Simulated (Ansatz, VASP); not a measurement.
# Two plane-wave programs on ZrC

The input INCAR:

```
SYSTEM = ZrC
PREC = Accurate
ENCUT = 600
EDIFF = 1E-6
ISMEAR = 0
SIGMA = 0.1
LREAL = .False.
LASPH = .True.
NELM = 80
ALGO = Normal
ISIF = 3
LWAVE = .False.
LCHARG = .False.
GGA = PS
IBRION = 2
NSW = 100
EDIFFG = -0.005
```

KPOINTS

```
regular mesh
0
Gamma
  16 16 16
  0 0 0
```

POSCAR

```
ZrC
1.0
    0.0000000000      2.3345629340      2.3345629340
    2.3345629340      0.0000000000      2.3345629340
    2.3345629340      2.3345629340      0.0000000000
Zr C
1 1
Direct
    0.5000000000      0.5000000000      0.5000000000
    0.0000000000      0.0000000000      0.0000000000
```

Input for Ansatz:

```yaml
crystal:
  lattice:
    - [0.0, 2.3345629334, 2.3345629334]
    - [2.3345629334, 0.0, 2.3345629334]
    - [2.3345629334, 2.3345629334, 0.0]
  atoms:
    - { symbol: Zr, position: [0.5, 0.5, 0.5] }
    - { symbol: C, position: [0.0, 0.0, 0.0] }
basis:
  ecutwfc: 420
kpoints:
  mp_grid: { grid: [16, 16, 16] }
hamiltonian:
  xc: pbesol
scf:
  occupations: { method: gaussian, width: 0.1 }
output:
  forces: true
  stress: true
  eigenvalues: true
  write_density: true
  write_potential: true
  elf: true
  volumetric_format: npy
relax:
  adjacent_minimum: "off"
  f_tol: 0.005
  max_steps: 80
  cell: { stress_tol: 0.05 }
```

Alike in both runs: task relaxation of cell and atoms; functional PBEsol; k mesh 16 × 16 × 16; occupations gaussian, width 0.1 eV; no spin polarisation.

|  | VASP | Ansatz |
| --- | --- | --- |
| version | VASP 6.6.1 | Ansatz 0.2.0 |
| potentials or method | VASP PAW PBE potentials, release 64 (Zr_sv, C), cutoff 600 eV | scalar-relativistic, plane waves, PAW |
| valence electrons in the cell | 16 | 16 |

Ansatz gave:

| Property | Result |
| --- | --- |
| gap on the k mesh at the Fermi level, each at its own relaxed structure (eV) | none |
| relaxed volume (Å³/atom) | 12.72 |
| relaxed cell length with the largest relative difference (Å) | 3.302 |

Q: Which values does VASP return?

A: gap on the k mesh at the Fermi level, each at its own relaxed structure (eV): none; relaxed volume (Å³/atom): 12.74; relaxed cell length with the largest relative difference (Å): 3.303.

VASP's potentials were made for PBE, not for PBEsol. A gap of «none» marks a metal or a gap that the smearing closes.
